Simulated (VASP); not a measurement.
# CdS (P6_3mc) in VASP: notebook, part 2 of 2

VASP 6.6.1. Earlier steps stand in the parts before.

## Step 3: Single point, PBE

INCAR reads:

```
  PREC = Accurate
  ENCUT = 520
  EDIFF = 1E-6
  ISMEAR = 0
  SIGMA = 0.01
  LREAL = False
  LASPH = True
  NELM = 100
  ALGO = Normal
  ISIF = 2
  LWAVE = False
  LCHARG = False
  GGA = PE
  NBANDS = 26
```

KPOINTS reads:

```
regular mesh
0
Gamma
  6 6 4
```

POSCAR reads:

```
CdS
1.0
    4.1646012771      0.0000000000      0.0000000000
   -2.0823006386      3.6066505026      0.0000000000
    0.0000000000      0.0000000000      6.7660104931
Cd S
2 2
Direct
    0.3333333333      0.6666666667     -0.0009631163
    0.6666666667      0.3333333333      0.4990368837
    0.3333333333      0.6666666667      0.3759631163
    0.6666666667      0.3333333333      0.8759631163
```

Potentials or basis: VASP PAW PBE potentials, release 64 (Cd, S).

The run is started by

```bash
$ cat potpaw_PBE.64/Cd/POTCAR potpaw_PBE.64/S/POTCAR > POTCAR
$ mpirun -np 1 vasp_std > vasp.out
```

OUTCAR:

```text
PREC = Accurate
   ENCUT = 520
   EDIFF = 1E-6
   ISMEAR = 0
   LREAL = False
   LASPH = True
   NELM = 100
   ISIF = 2
   GGA = PE

 ion  position               nearest neighbor table
   1  0.333  0.667  0.999-   4 2.54   4 2.54   4 2.54   3 2.55
   2  0.667  0.333  0.499-   3 2.54   3 2.54   3 2.54   4 2.55
   3  0.333  0.667  0.376-   2 2.54   2 2.54   2 2.54   1 2.55
   4  0.667  0.333  0.876-   1 2.54   1 2.54   1 2.54   2 2.55

  LATTYP: Found a hexagonal cell.
 ALAT       =     4.1646012771
 C/A-ratio  =     1.6246478457

  Lattice vectors:

 A1 = (   4.1646012771,   0.0000000000,   0.0000000000)
 A2 = (  -2.0823006386,   3.6066505026,   0.0000000000)
 A3 = (   0.0000000000,   0.0000000000,   6.7660104931)

Analysis of symmetry for initial positions (statically):
=====================================================================
 Subroutine PRICEL returns:
 Original cell was already a primitive cell.

 Routine SETGRP: Setting up the symmetry group for a
 hexagonal supercell.

 Subroutine GETGRP returns: Found 12 space group operations
[... 167 lines left out ...]

 E-fermi :   1.1916     XC(G=0):  -9.0320

 val. band max:        1.1103486526   @ k =   0.0000   0.0000   0.0000
 cond. band min:       2.2845129119   @ k =   0.0000   0.0000   0.0000
 fundamental gap:      1.1741642593
 Fermi energy:         1.1915947315

 k-point     1 :       0.0000    0.0000    0.0000
  band No.  band energies     occupation
      1     -11.1173      2.00000
      2     -10.7065      2.00000
      3      -6.5128      2.00000
      4      -6.5077      2.00000
      5      -6.5077      2.00000
      6      -6.4282      2.00000
[... 598 lines left out ...]
     25      10.4448      0.00000
     26      10.4448      0.00000

------------------------ aborting loop because EDIFF is reached ----------------------------------------

  FORCE on cell =-STRESS in cart. coord.  units (eV):
  Direction    XX          YY          ZZ          XY          YZ          ZX
  --------------------------------------------------------------------------------------
  -------------------------------------------------------------------------------------
  Total        1.0670102      1.0670102      1.1054501     -0.0000000      0.0000000      0.0000000
  in kB       16.8216659     16.8216659     17.4276801     -0.0000000      0.0000000      0.0000000
  external PRESSURE =      17.0236706 kB  Pullay stress =       0.0000000 kB

 VOLUME and BASIS-vectors are now :
 -----------------------------------------------------------------------------
  energy-cutoff  :      520.00
  volume of cell :      101.63
      direct lattice vectors                 reciprocal lattice vectors
     4.164601277  0.000000000  0.000000000     0.240119025  0.138632784  0.000000000
    -2.082300639  3.606650503  0.000000000     0.000000000  0.277265568  0.000000000
     0.000000000  0.000000000  6.766010493     0.000000000  0.000000000  0.147797583

 POSITION                                       TOTAL-FORCE (eV/Angst)
 -----------------------------------------------------------------------------------
     -0.00000      2.40443      6.75949        -0.000000     -0.000000      0.001977
      2.08230      1.20222      3.37649        -0.000000      0.000000      0.001977
     -0.00000      2.40443      2.54377         0.000000     -0.000000     -0.001977
      2.08230      1.20222      5.92678        -0.000000      0.000000     -0.001977
 -----------------------------------------------------------------------------------
    total drift:                               -0.000000     -0.000000     -0.001025

  FREE ENERGIE OF THE ION-ELECTRON SYSTEM (eV)
  ---------------------------------------------------
  free  energy   TOTEN  =       -12.2814842263 eV

  energy  without entropy=      -12.2814842263  energy(sigma->0) =      -12.28148423
```

stdout:

```text
POSCAR found type information on POSCAR CdS
 POSCAR found :  2 types and       4 ions
 scaLAPACK will be used
 LDA part: xc-table for (Slater+PW92), standard interpolation
 POSCAR, INCAR and KPOINTS ok, starting setup
 FFT: planning ... GRIDC
 FFT: planning ... GRID_SOFT
 FFT: planning ... GRID
 WAVECAR not read
 entering main loop
```

Wall time 72 s (1 thread of Intel Xeon 8259CL, shared host); peak memory 0.23 GiB.

What came out:

```yaml
Free_energy: -12.2815 eV
Pressure: 1.7 GPa
Band_gap_on_the_k_mesh: 1.17 eV, direct
```

Levels at points of the mesh, in eV from the valence-band top:
| k point | band 14 | band 15 | band 16 | band 17 | band 18 | band 19 | band 20 | band 21 | band 22 | band 23 |
| --- | --- | --- | --- | --- | --- | --- | --- | --- | --- | --- |
| (0.00, 0.00, 0.00) | -0.73 | -0.73 | -0.04 | 0.00 | 0.00 | 1.17 | 2.76 | 6.48 | 6.48 | 6.80 |
| (0.50, 0.00, 0.00) | -3.44 | -2.55 | -1.81 | -1.24 | -0.73 | 3.68 | 3.88 | 5.12 | 6.35 | 7.04 |
| (0.00, 0.00, 0.50) | -2.41 | -0.38 | -0.38 | -0.38 | -0.38 | 2.81 | 2.81 | 6.17 | 6.17 | 6.82 |
| (0.50, 0.00, 0.50) | -4.03 | -1.30 | -1.30 | -1.27 | -1.27 | 3.48 | 3.48 | 5.37 | 5.37 | 7.87 |

## Step 4: Single point, r2SCAN

POSCAR is that of step 3.

INCAR.step1 reads:

```
PREC = Accurate
ENCUT = 520
ISMEAR = 0
SIGMA = 0.01
LREAL = False
LASPH = True
NELM = 60
NBANDS = 26
GGA = PE
ALGO = Normal
EDIFF = 1E-4
LWAVE = True
LCHARG = False
```

INCAR.step2 reads:

```
PREC = Accurate
ENCUT = 520
EDIFF = 1E-6
ISMEAR = 0
SIGMA = 0.01
LREAL = False
LASPH = True
NELM = 60
ALGO = Normal
ISIF = 2
LWAVE = False
LCHARG = False
METAGGA = R2SCAN
LMIXTAU = True
NBANDS = 26
ISTART = 1
```

KPOINTS is that of step 3.

The run is started by

```bash
$ cat potpaw_PBE.64/Cd/POTCAR potpaw_PBE.64/S/POTCAR > POTCAR
$ cp INCAR.step1 INCAR
$ mpirun -np 1 vasp_std > vasp.out
$ cp INCAR.step2 INCAR
$ mpirun -np 1 vasp_std > vasp.out
```

Run time: 3.9 min. Hardware: 1 thread of Intel Xeon 8259CL, shared host; peak memory 0.25 GiB.

It converged, with:

| Item | Value |
| --- | --- |
| Free energy | -59.3809 eV |
| Pressure | 0.3 GPa |
| Band gap on the k mesh | 1.63 eV, direct |

Levels at points of the mesh, in eV from the valence-band top:
```tsv
k point	band 15	band 16	band 17	band 18	band 19	band 20	band 21	band 22
(0.00, 0.00, 0.00)	-0.74	-0.04	0.00	0.00	1.63	3.22	6.99	6.99
(0.50, 0.00, 0.00)	-2.60	-1.85	-1.26	-0.74	4.15	4.25	5.43	6.84
(0.00, 0.00, 0.50)	-0.38	-0.38	-0.38	-0.38	3.26	3.26	6.62	6.62
(0.50, 0.00, 0.50)	-1.33	-1.33	-1.30	-1.30	3.87	3.87	5.79	5.79
```

Caveat: the PAW data sets were made with another functional, which shifts forces and pressure a little. r2SCAN opens gaps a little over a GGA but as a rule still falls short of measured ones.

## Step 5: Single point, r2SCAN

POSCAR is that of step 4.

INCAR.step1 reads:

```
SYSTEM = CdS
  ALGO = Normal
  EDIFF = 1E-4
  ENCUT = 520
  GGA = PE
  ISMEAR = 0
  LASPH = .TRUE.
  LCHARG = .FALSE.
  LREAL = .FALSE.
  LWAVE = .TRUE.
  NBANDS = 26
  NELM = 80
  PREC = Accurate
  SIGMA = 0.01
```

INCAR.step2 reads:

```
SYSTEM = CdS
  ALGO = Normal
  EDIFF = 1E-6
  ENCUT = 520
  ISIF = 2
  ISMEAR = 0
  ISTART = 1
  LASPH = .TRUE.
  LCHARG = .TRUE.
  LELF = .TRUE.
  LMIXTAU = .TRUE.
  LREAL = .FALSE.
  LVHAR = .TRUE.
  LWAVE = .FALSE.
  METAGGA = R2SCAN
  NBANDS = 26
  NELM = 80
  PREC = Accurate
  SIGMA = 0.01
```

KPOINTS reads:

```
k-points
0
G
  6 6 4
  0 0 0
```

The run is started by

```bash
$ cat potpaw_PBE.64/Cd/POTCAR potpaw_PBE.64/S/POTCAR > POTCAR
$ cp INCAR.step1 INCAR
$ mpirun -np 1 vasp_std > vasp.out
$ cp INCAR.step2 INCAR
$ mpirun -np 1 vasp_std > vasp.out
```

Wall time 3.9 min (1 thread of Intel Xeon 8259CL, shared host); peak memory 0.25 GiB.

Results (log left out):

- Free energy: -59.3809 eV
- Pressure: 0.3 GPa
- Band gap on the k mesh: 1.63 eV, direct

Levels at points of the mesh, in eV from the valence-band top:
```
           k point  band 16  band 17  band 18  band 19  band 20  band 21
(0.00, 0.00, 0.00)    -0.04     0.00     0.00     1.63     3.22     6.99
(0.50, 0.00, 0.00)    -1.85    -1.26    -0.74     4.15     4.25     5.43
(0.00, 0.00, 0.50)    -0.38    -0.38    -0.38     3.26     3.26     6.62
(0.50, 0.00, 0.50)    -1.33    -1.30    -1.30     3.87     3.87     5.79
```

Caveat: the PAW data sets were made with another functional, which shifts forces and pressure a little. r2SCAN opens gaps a little over a GGA but as a rule still falls short of measured ones.
